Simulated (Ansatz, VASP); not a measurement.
**Mg: VASP beside Ansatz**

Contents of INCAR:

```
SYSTEM = Mg
  PREC = Accurate
  ENCUT = 520
  EDIFF = 1E-6
  ISMEAR = 0
  SIGMA = 0.2
  LREAL = .False.
  LASPH = .True.
  NELM = 100
  ALGO = Fast
  ISIF = 2
  LWAVE = .False.
  LCHARG = .False.
  GGA = PE
  NBANDS = 12
```

File KPOINTS:

```
Automatic mesh
0
Gamma
  6 4 4
  0 0 0
```

File POSCAR:

```
Mg
1.0
    2.2274804443      2.2792378827      0.0000000000
    2.2274804443     -2.2792378827      4.5566345567
    2.2274804443     -2.2792378827     -4.5566345567
Mg
4
Direct
    0.0000000000      0.0000000000      0.0000000000
    0.5000000000      0.5000000000      1.0000000000
    0.5000000000      0.0000000000      0.5000000000
    0.0000000000      0.5000000000      0.5000000000
```

Input for Ansatz:

```yaml
crystal:
  lattice:
    - [2.2274804443, 2.2792378827, 0.0]
    - [2.2274804443, -2.2792378827, 4.5566345567]
    - [2.2274804443, -2.2792378827, -4.5566345567]
  atoms:
    - { symbol: Mg, position: [0.0, 0.0, 0.0] }
    - { symbol: Mg, position: [0.5, 0.5, 1.0] }
    - { symbol: Mg, position: [0.5, 0.0, 0.5] }
    - { symbol: Mg, position: [0.0, 0.5, 0.5] }
basis:
  ecutwfc: 420
kpoints:
  mp_grid: { grid: [6, 4, 4] }
hamiltonian:
  xc: pbe
scf:
  occupations: { method: gaussian, width: 0.2 }
  lower_state_search: "off"
output:
  forces: true
  stress: true
  eigenvalues: true
```

Alike in both runs: task single point; functional PBE; k mesh 6 × 4 × 4; occupations gaussian, width 0.2 eV; no spin polarisation.

|  | VASP | Ansatz |
| --- | --- | --- |
| version | VASP 6.6.1 | Ansatz 0.2.0 |
| potentials or method | VASP PAW PBE potentials, release 64 (Mg), cutoff 520 eV | scalar-relativistic, plane waves, PAW |
| valence electrons in the cell | 8 | 40 |

|  | VASP | Ansatz | Ansatz less VASP |
| --- | --- | --- | --- |
| gap on the k mesh at the Fermi level (eV) | none | none | - |
| pressure (GPa) | -0.2 | -0.1 | +0.12 |
| traceless stress, the component that is largest in VASP (GPa) | 0.67 | 0.67 | 0.000 |

A gap of «none» marks a metal or a gap that the smearing closes. VASP's potentials hold 8 valence electrons a cell and Ansatz's 40, so a difference there can come from the potentials and not from the codes.
